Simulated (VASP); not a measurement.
A run of VASP 6.6.1:

INCAR

```
PREC = Accurate ; ENCUT = 520
EDIFF = 1E-6 ; ISMEAR = 0
SIGMA = 0.02 ; LREAL = F
LASPH = T ; NELM = 100
ALGO = Normal ; ISIF = 2
LWAVE = F ; LCHARG = F
GGA = PE ; IVDW = 12
NBANDS = 11
```

Contents of KPOINTS:

```
regular mesh
0
Gamma
  18 18 18
```

File POSCAR:

```
C
1.0
    0.0000000000      2.1252791594      3.1104862620
    1.2285612855      0.0000000000      3.1104862620
    1.2285612855      2.1252791594      0.0000000000
C
2
Direct
    0.1667072562      0.8332927438      0.1667072562
    0.8332927438      0.1667072562      0.8332927438
```

Potentials or basis: VASP PAW PBE potentials, release 64 (C).

Command:

```sh
$ cat potpaw_PBE.64/C/POTCAR > POTCAR
$ mpirun -np 1 vasp_std > vasp.out
```

Hardware: 1 thread of Intel(R) Xeon(R) 6975P-C (Granite Rapids) (shared host).

How long does it take, and how much memory?

It took 83 s on 1 thread of Intel(R) Xeon(R) 6975P-C (Granite Rapids), on a shared host, peak memory 0.25 GiB. Counts: scf iterations 12, k points 865.
